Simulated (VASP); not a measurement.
Wanted: the native input for a VASP 6.6.1 run.

| Property | Result |
| --- | --- |
| Task | relaxation of cell and atoms |
| Functional | PBE |
| Potentials or basis | VASP PAW PBE potentials, release 64 (Zn) |
| Cutoff | 500 eV |
| k mesh | 9 × 9 × 9 |
| Occupations | fermi-dirac, width 0.1 eV |
| Spin | no spin polarisation |
| Target pressure | 20 GPa |
| Dipole correction | no |
| Further INCAR settings | ALGO = Normal; EDIFF = 1e-07; IBRION = 2; EDIFFG = -0.02; NSW = 80; ISIF = 3 |

The structure of Zn lies in POSCAR:

```
Zn
1.0
    0.0000000000      1.9700000000      1.9700000000
    1.9700000000      0.0000000000      1.9700000000
    1.9700000000      1.9700000000      0.0000000000
Zn
1
Direct
    0.0000000000      0.0000000000      0.0000000000
```

This isn't the form of Zn at room conditions, which is hcp.

One way to write it, as run:

INCAR

```
PREC = Accurate
ENCUT = 500
EDIFF = 1E-7
ISMEAR = -1
SIGMA = 0.1
LREAL = False
LASPH = True
NELM = 120
ALGO = Normal
ISIF = 3
LWAVE = False
LCHARG = False
GGA = PE
IBRION = 2
NSW = 80
EDIFFG = -0.02
PSTRESS = 200.0
GGA_COMPAT = False
NELMIN = 4
```

KPOINTS

```
regular mesh
0
Gamma
  9 9 9
```

Potentials or basis: VASP PAW PBE potentials, release 64 (Zn).

Run with:

```bash
$ cat potpaw_PBE.64/Zn/POTCAR > POTCAR
$ mpirun -np 1 vasp_std > vasp.out
```

Results of the run:

```
Relaxed volume                                             : 12.74 Å³/atom
Relaxed cell                                               : a = 2.622 Å, b = 2.622 Å, c = 2.622 Å, α = 60.00°, β = 60.00°, γ = 60.00°
Space group after relaxing (to 0.1 Å)                      : Fm-3m (No. 225)
Energy change on relaxing (the run minimises the enthalpy) : +129.4 meV/atom
Ionic steps                                                : 5
Pressure after relaxing                                    : 19.8 GPa
Band gap on the k mesh                                     : zero (bands 6 and 7 overlap by 1.29 eV)
```

Caveat: the cell is relaxed towards a set pressure, so the run minimises the enthalpy, not the energy; the volume moved by over 15 % at a fixed basis, so the end points are rough.

It took 14 s on 1 thread of Intel(R) Xeon(R) Platinum 8488C (Sapphire Rapids), with other jobs on the host, peak memory 0.13 GiB.
